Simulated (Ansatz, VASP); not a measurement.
## One calculation of In3GeO2, two programs

```xyz
6
Lattice="2.8464 -7.0658 0.0000 2.8464 7.0658 0.0000 0.0000 0.0000 3.0967" Properties=species:S:1:pos:R:3 pbc="T T T"
In    2.8464   -4.3330    0.0000
In    2.8464    4.3330    0.0000
In    2.8464    0.0000    1.5484
Ge    0.0000    0.0000    0.0000
O     1.4232   -3.5329    1.5484
O     1.4232    3.5329    1.5484
```

Change from the starting cell: species swapped into the LaAl2Cu3 type (Cmmm, No. 65).

Alike in both runs: functional PBE; k mesh 8 × 8 × 12; occupations gaussian, width 0.1 eV; no spin polarisation.

Ansatz relaxed the structure, and its values are those at the end. VASP's run is a single point on that final structure, the one shown.

|  | VASP | Ansatz |
| --- | --- | --- |
| version | VASP 6.6.1 | Ansatz 0.2.0 |
| potentials or method | VASP PAW PBE potentials, release 64 (In_d, Ge_d, O), cutoff 520 eV | scalar-relativistic, plane waves, PAW |
| valence electrons in the cell | 65 | 65 |

|  | VASP | Ansatz | Ansatz less VASP |
| --- | --- | --- | --- |
| gap on the k mesh at the Fermi level (eV) | none | none | - |
| pressure (GPa) | 0.1 | 0.0 | -0.10 |
| rms of the force components (eV/Å) | 0.011 | 0.000 | -0.0101 |

A gap of «none» marks a metal or a gap that the smearing closes.
